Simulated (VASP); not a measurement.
**Te: single point with PBE**

Te:

```xyz
4
Lattice="3.0669 0.0000 0.0000 0.0000 4.6461 0.0000 0.0000 0.0000 8.8022" Properties=species:S:1:pos:R:3 pbc="T T T"
Te    1.5334    0.0582    4.4819
Te    1.5334    4.5879    0.0809
Te    1.5334    2.1127    2.2957
Te    1.5334    2.5334    6.6968
```

```
Program                : VASP 6.6.1
Task                   : single point
Functional             : PBE
Potentials or basis    : VASP PAW PBE potentials, release 64 (Te)
Cutoff                 : 520 eV
k mesh                 : 9 × 6 × 3
Occupations            : fermi-dirac, width 0.05 eV
Spin                   : no spin polarisation
Dipole correction      : no
Further INCAR settings : ALGO = Normal; EDIFF = 1e-06; NBANDS = 20
```

```
Pressure               : 3.6 GPa
Largest force          : 0.219 eV/Å
Band gap on the k mesh : zero (bands 12 and 13 overlap by 3.80 eV)
```

Forces in eV/Å, atoms in the order of the input:
```
Te   0.000 -0.070  0.051
Te   0.000  0.070  0.051
Te   0.000  0.213 -0.051
Te   0.000 -0.213 -0.051
```

Stress tensor (GPa, compression positive):
```
4.49 0.00 0.00
0.00 2.89 0.00
0.00 0.00 3.35
```

Levels at points of the mesh, in eV from the Fermi level:
| k point | band 9 | band 10 | band 11 | band 12 | band 13 | band 14 | band 15 | band 16 |
| --- | --- | --- | --- | --- | --- | --- | --- | --- |
| (0.00, 0.00, 0.00) | -2.82 | -2.74 | 0.92 | 1.08 | 1.86 | 2.01 | 3.05 | 3.16 |
| (0.00, 0.50, 0.00) | -2.51 | -2.51 | 2.24 | 2.30 | 2.75 | 2.99 | 3.31 | 3.57 |

Run time: 2.2 min on 1 thread of Intel Xeon 8259CL, with other jobs on the host, peak memory 0.27 GiB.

Caveat: the cell stands under pressure; spin-orbit coupling is left out, which moves the levels of the heavy elements.
